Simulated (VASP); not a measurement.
Input of a VASP 6.6.1 run:

Contents of INCAR:

```
ALGO     = Normal         # electronic algorithm
EDIFF    = 1E-6           # SCF threshold, eV
ENCUT    = 520            # plane-wave cutoff, eV
GGA      = PE             # functional
ISIF     = 2              # what is computed and relaxed
ISMEAR   = 0              # smearing method
LASPH    = True           # aspherical terms in the spheres
LCHARG   = True           # write CHGCAR
LELF     = True           # ELF
LREAL    = False          # projectors in reciprocal space
LVHAR    = True         
LWAVE    = False          # write WAVECAR
NBANDS   = 38             # bands
NELM     = 80             # most SCF steps
PREC     = Accurate       # precision mode
SIGMA    = 0.1            # smearing width, eV
```

File KPOINTS:

```
k-points
0
Gamma
  6 6 6
```

File POSCAR:

```
Al2Cl3
1.0
    3.1837416389      1.8381340923      9.4204587149
   -3.1837416389      1.8381340923      9.4204587149
    0.0000000000     -3.6762681845      9.4204587149
Al Cl
4 6
Direct
    0.3732107492      0.3732107492      0.3732107492
    0.1267892508      0.1267892508      0.1267892508
    0.6267892508      0.6267892508      0.6267892508
    0.8732107492      0.8732107492      0.8732107492
    0.6091580650      0.8908419350      0.2500000000
    0.2500000000      0.6091580650      0.8908419350
    0.8908419350      0.2500000000      0.6091580650
    0.3908419350      0.1091580650      0.7500000000
    0.7500000000      0.3908419350      0.1091580650
    0.1091580650      0.7500000000      0.3908419350
```

Potentials or basis: VASP PAW PBE potentials, release 64 (Al, Cl).

Run with:

```bash
$ cat potpaw_PBE.64/Al/POTCAR potpaw_PBE.64/Cl/POTCAR > POTCAR
$ mpirun -np 1 vasp_std > vasp.out
```

(1) Predict the largest force.

(2) Predict the band gap on the k mesh.

(3) Estimate the pressure.

Answers

(1) 0.014 eV/Å.

(2) zero (band 27 reaches 1.93 eV, above the bottom of band 28 at 0.81 eV).

(3) -0.1 GPa.
